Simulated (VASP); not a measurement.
The system is BN.

```
B N
1.0
     2.49134    0.00000    0.00000
    -1.24567    2.15756    0.00000
     0.00000    0.00000    4.00106
B N
2 2
Direct
  0.00000 0.00000 0.00000
  0.00000 0.00000 0.50000
  0.33333 0.66667 0.25000
  0.66667 0.33333 0.75000
```

Base run:

| Quantity | Value |
| --- | --- |
| Program | VASP 6.6.1 |
| Functional | PBE |
| Potentials or basis | VASP PAW PBE potentials, release 64 (B, N) |
| Cutoff | 520 eV |
| k mesh | 9 × 9 × 6 |
| Occupations | gaussian, width 0.01 eV |
| Spin | no spin polarisation |

Its results: band gap on the k mesh 1.61 eV, indirect (least direct gap 5.20 eV); pressure 4.5 GPa.

The run is repeated on the same cell with these changes: functional from PBE to r2SCAN. What comes out?

Band gap on the k mesh 1.85 eV, indirect (least direct gap 5.67 eV); pressure 0.3 GPa.

r2SCAN gives the wider gap, since meta-GGAs in the generalised Kohn-Sham scheme recover part of the derivative discontinuity.

Caveats: the PAW data sets were made with another functional, which shifts forces and pressure a little (some runs).

A k mesh can miss the band edges.
